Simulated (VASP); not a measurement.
A run of VASP 6.6.1:

File INCAR:

```
SYSTEM = Ca
PREC = Accurate ; ENCUT = 520
EDIFF = 1E-6 ; ISMEAR = 0
SIGMA = 0.15 ; LREAL = .FALSE.
LASPH = .TRUE. ; NELM = 60
ALGO = Fast ; ISIF = 2
LWAVE = .FALSE. ; LCHARG = .FALSE.
GGA = PS ; NBANDS = 11
```

KPOINTS

```
regular mesh
0
G
  16 16 16
  0 0 0
```

The input POSCAR:

```
Ca
1.0
    0.0000000000      2.9497452678      2.5072834777
    2.9497452678      0.0000000000      2.5072834777
    2.9497452678      2.9497452678      0.0000000000
Ca
1
Direct
    0.0000000000      0.0000000000      0.0000000000
```

Potentials or basis: VASP PAW PBE potentials, release 64 (Ca_sv).

Launch:

```sh
$ cat potpaw_PBE.64/Ca_sv/POTCAR > POTCAR
$ mpirun -np 1 vasp_std > vasp.out
```

Hardware: 1 thread of Intel(R) Xeon(R) 6975P-C (Granite Rapids) (shared host).

Problem. How long does it take, and how much memory?

Solution. Wall time 83 s on 1 thread of Intel(R) Xeon(R) 6975P-C (Granite Rapids), with other jobs on the host, peak memory 0.29 GiB. Counts: scf iterations 13, k points 349.
